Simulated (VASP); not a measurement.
# TaMnB4: relaxation of shape and atoms at fixed volume with PBE

TaMnB4:

```
Ta Mn B
1.0
     3.12973    0.00000    0.00000
    -1.56487    2.71043    0.00000
     0.00000    0.00000    6.57012
Ta Mn B
1 1 4
Direct
  0.00000 0.00000 0.50000
  0.00000 0.00000 0.00000
  0.33333 0.66667 0.76289
  0.33333 0.66667 0.23711
  0.66667 0.33333 0.76289
  0.66667 0.33333 0.23711
```

- Program: VASP 6.6.1
- Task: relaxation of shape and atoms at fixed volume
- Functional: PBE
- Potentials or basis: VASP PAW PBE potentials, release 64 (Ta_pv, Mn_pv, B)
- Cutoff: 600 eV
- k mesh: 12 × 12 × 6
- Occupations: gaussian, width 0.1 eV
- Spin: collinear spin, ferromagnetic start
- Starting moments: [0.0, 2.35, 0.0, 0.0, 0.0, 0.0] μB
- Dipole correction: no
- Further INCAR settings: ALGO = Normal; EDIFF = 1e-07; IBRION = 2; EDIFFG = -0.01; NSW = 50; ISIF = 4

The energy gained by relaxing is 1.7 meV/atom, the ionic steps are 5 and the pressure after relaxing is -18.7 GPa. The net moment is 2.62 μB per cell. The site moments are Ta -0.04; Mn +2.69; B -0.01 μB and the valence electrons inside the program's atomic spheres are Ta 8.89; Mn 11.64; B 1.90.

Stress tensor (GPa, compression positive):
```
-18.71   0.00   0.00
  0.00 -18.71   0.00
  0.00   0.00 -18.61
```

Step by step:
```csv
step,energy change (eV),largest force (eV/Å),pressure (GPa),volume (Å³)
1,0.0000,0.1118,-20.22,55.73
2,-0.0065,0.0881,-19.56,55.73
3,-0.0091,0.0629,-18.86,55.73
4,-0.0099,0.0260,-18.75,55.73
5,-0.0101,0.0011,-18.68,55.73
```

Final structure:
```yaml
crystal:
  lattice:
    - [3.11313, 0.00000, 0.00000]
    - [-1.55657, 2.69605, 0.00000]
    - [0.00000, 0.00000, 6.64039]
  atoms:
    - { symbol: Ta, position: [0.00000, 0.00000, 0.50000] }
    - { symbol: Mn, position: [0.00000, 0.00000, 0.00000] }
    - { symbol: B, position: [0.33333, 0.66667, 0.76008] }
    - { symbol: B, position: [0.33333, 0.66667, 0.23992] }
    - { symbol: B, position: [0.66667, 0.33333, 0.76008] }
    - { symbol: B, position: [0.66667, 0.33333, 0.23992] }
```

Levels at points of the mesh, in eV from the Fermi level:
Spin up:
| k point | band 16 | band 17 | band 18 | band 19 | band 20 | band 21 | band 22 | band 23 |
| --- | --- | --- | --- | --- | --- | --- | --- | --- |
| (0.00, 0.00, 0.00) | -1.98 | -1.98 | -1.39 | -1.39 | -1.08 | 0.37 | 0.37 | 2.13 |
| (0.50, 0.00, 0.00) | -4.06 | -1.59 | -1.47 | -1.46 | 1.24 | 1.35 | 1.96 | 3.59 |
| (0.00, 0.00, 0.50) | -2.50 | -2.50 | -0.86 | -0.24 | -0.24 | -0.13 | -0.13 | 1.69 |
| (0.50, 0.00, 0.50) | -4.02 | -1.81 | -1.59 | -0.62 | 0.96 | 1.20 | 1.31 | 2.73 |
Spin down:
```
           k point  band 14  band 15  band 16  band 17  band 18  band 19  band 20  band 21
(0.00, 0.00, 0.00)    -1.36    -1.36    -1.12    -1.12    -0.50    -0.50     0.73     0.96
(0.50, 0.00, 0.00)    -4.07    -4.01    -2.93     0.23     1.14     1.32     1.97     2.42
(0.00, 0.00, 0.50)    -2.53    -0.94    -0.53    -0.53    -0.18    -0.15    -0.15     1.21
(0.50, 0.00, 0.50)    -4.49    -3.44    -2.74     0.48     1.07     1.14     1.21     2.24
```

Run time: 9.9 min on 1 thread of AMD EPYC 9R45 (Zen 5) (shared host), peak memory 0.35 GiB.

Caveat: spin-orbit coupling is left out, which moves the levels of the heavy elements; a cell with one magnetic atom can't hold antiferromagnetic order, which such compounds often take.
